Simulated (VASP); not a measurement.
Here is a VASP 6.6.1 calculation.

POSCAR

```
Zn
1.0
    0.0000000000      2.6657071200      2.6657071200
    2.6657071200      0.0000000000      2.6657071200
    2.6657071200      2.6657071200      0.0000000000
Zn
2
Direct
   -0.1700000000     -0.1100000000     -0.1100000000
    0.1700000000      0.1100000000      0.1100000000
```

File INCAR.step1:

```
SYSTEM = Zn
ALGO = Normal ; EDIFF = 1E-4
ENCUT = 520 ; GGA = PE
ISMEAR = -1 ; LASPH = .True.
LCHARG = .False. ; LREAL = .False.
LWAVE = .True. ; NBANDS = 19
NELM = 100 ; PREC = Accurate
SIGMA = 0.05
```

The input INCAR.step2:

```
SYSTEM = Zn
ALGO = Normal ; EDIFF = 1E-8
ENCUT = 520 ; ISIF = 2
ISMEAR = -1 ; ISTART = 1
LASPH = .True. ; LCHARG = .False.
LEFG = .True. ; LMIXTAU = .True.
LREAL = .False. ; LWAVE = .False.
METAGGA = R2SCAN ; NBANDS = 19
NELM = 100 ; PREC = Accurate
SIGMA = 0.05
```

KPOINTS

```
k-points
0
Gamma
  10 10 10
  0 0 0
```

Potentials or basis: VASP PAW PBE potentials, release 64 (Zn).

Command:

```sh
$ cat potpaw_PBE.64/Zn/POTCAR > POTCAR
$ cp INCAR.step1 INCAR
$ mpirun -np 1 vasp_std > vasp.out
$ cp INCAR.step2 INCAR
$ mpirun -np 1 vasp_std > vasp.out
```

(1) Estimate the largest force.

(2) Predict the band gap on the k mesh.

(3) Predict the pressure.

Results:

(1) 3.764 eV/Å.

(2) zero (bands 12 and 13 overlap by 7.01 eV).

(3) 15.6 GPa.

Caveat: the cell differs from its parent crystal (shortest bond scaled by 0.88); the cell stands under pressure; without QUAD_EFG the Cq values of the log hold for a quadrupole moment of 1 mb, not for the nuclei; the PAW data sets were made with another functional, which shifts forces and pressure a little.
